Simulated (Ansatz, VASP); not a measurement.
# MnO in VASP and in Ansatz

File POSCAR:

```
MnO
1.0
    0.0000000000      2.1938512115      2.1938512115
    2.1938512115      0.0000000000      2.1938512115
    2.1938512115      2.1938512115      0.0000000000
Mn O
1 1
Direct
    0.0000000000      0.0000000000      0.0000000000
    0.5000000000      0.5000000000      0.5000000000
```

INCAR.step1

```
PREC = Accurate
ENCUT = 520
ISMEAR = -1
SIGMA = 0.05
LREAL = F
LASPH = T
NELM = 150
ISPIN = 2
MAGMOM = 4 0
LMAXMIX = 4
NBANDS = 20
GGA = PE
ALGO = Normal
EDIFF = 1E-4
LWAVE = T
LCHARG = F
```

File INCAR.step2:

```
PREC = Accurate
ENCUT = 520
EDIFF = 1E-6
ISMEAR = -1
SIGMA = 0.05
LREAL = F
LASPH = T
NELM = 150
ALGO = Normal
ISIF = 2
LWAVE = F
LCHARG = T
ISPIN = 2
MAGMOM = 4 0
LORBIT = 11
LMAXMIX = 4
METAGGA = R2SCAN
LMIXTAU = T
LELF = T
LVHAR = T
NBANDS = 20
ISTART = 1
```

Contents of KPOINTS:

```
regular mesh
0
Gamma
  10 10 10
```

Contents of input.yaml:

```yaml
crystal:
  lattice:
    - [0.0, 2.1938512115, 2.1938512115]
    - [2.1938512115, 0.0, 2.1938512115]
    - [2.1938512115, 2.1938512115, 0.0]
  atoms:
    - { symbol: Mn, position: [0.0, 0.0, 0.0], spin: 4.0 }
    - { symbol: O, position: [0.5, 0.5, 0.5] }
hamiltonian:
  xc: r2scan
  pseudopotentials: { kind: paw }
magnetization:
  spin_polarized: true
kpoints:
  mp_grid: { grid: [10, 10, 10] }
scf:
  occupations: { method: fermi_dirac, width: 0.05 }
output:
  forces: true
  stress: true
  eigenvalues: true
```

Alike in both runs: task single point; functional r2SCAN; k mesh 10 × 10 × 10; occupations fermi-dirac, width 0.05 eV; collinear spin.

|  | VASP | Ansatz |
| --- | --- | --- |
| version | VASP 6.6.1 | Ansatz 0.2.0 |
| potentials or method | VASP PAW PBE potentials, release 64 (Mn_pv, O) | Ansatz PAW |
| plane-wave cutoff (eV) | 520 | 500 |
| valence electrons in the cell | 19 | 21 |

Ansatz gave:

```
gap on the k mesh at the Fermi level (eV)                     : none
pressure (GPa)                                                : 7.4
net moment per atom (μB)                                      : 2.49
size of the moment on the site where the two differ most (μB) : 4.22
```

Which values does VASP return?

gap on the k mesh at the Fermi level (eV): none; pressure (GPa): 7.8; net moment per atom (μB): 2.49; size of the moment on the site where the two differ most (μB): 4.52.

VASP's potentials were made for PBE, not for r2SCAN. Site moments also hang on the region over which each program counts them. A gap of «none» marks a metal or a gap that the smearing closes. The functional is the same, so the differences come from potentials, cutoffs and numerics. VASP's potentials hold 19 valence electrons a cell and Ansatz's 21, so a difference there can come from the potentials and not from the codes.

Noted on Ansatz's run: the magnetic or orbital state may not be the lowest.
